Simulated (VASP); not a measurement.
## GaN: single point with PBE

The system is GaN.

```xyz
2
Lattice="-0.0053 2.1085 2.1085 2.1085 -0.0053 2.1085 2.1032 2.1032 0.0000" Properties=species:S:1:pos:R:3 pbc="T T T"
Ga    0.0000    0.0000    0.0000
N     2.1032    2.1032    2.1085
```

This cell differs from its parent crystal: shear xy strain -0.5%.

- Program: VASP 6.6.1
- Task: single point
- Functional: PBE
- Potentials or basis: VASP PAW PBE potentials, release 64 (Ga_d, N)
- Cutoff: 520 eV
- k mesh: 6 × 6 × 6
- Occupations: gaussian, width 0.01 eV
- Spin: no spin polarisation

- Pressure: 8.9 GPa
- Band gap on the k mesh: 0.59 eV, indirect (least direct gap 2.80 eV)

Stress tensor (GPa, compression positive):
```
8.93 1.08 0.00
1.08 8.93 0.00
0.00 0.00 8.92
```

Levels at points of the mesh, in eV from the valence-band top:
```tsv
k point	band 7	band 8	band 9	band 10	band 11	band 12
(0.00, 0.00, 0.00)	-0.58	-0.55	-0.52	2.28	14.65	14.72
(0.50, 0.00, 0.00)	-8.35	-0.20	-0.18	4.72	9.11	9.15
(0.50, 0.50, 0.00)	-7.21	-3.15	-3.05	0.59	7.80	11.96
(0.00, 0.00, 0.50)	-8.30	-0.22	-0.20	4.66	9.04	9.08
(0.50, 0.00, 0.50)	-7.21	-3.10	-3.10	0.59	7.80	11.96
```

Wall time 7.7 s on 1 thread of Intel(R) Xeon(R) Platinum 8488C (Sapphire Rapids) (shared host), peak memory 0.14 GiB.

Caveat: the k points lie up to 0.43 Å⁻¹ apart; the cell differs from its parent crystal (shear xy strain -0.5%). A k mesh can miss the band edges.
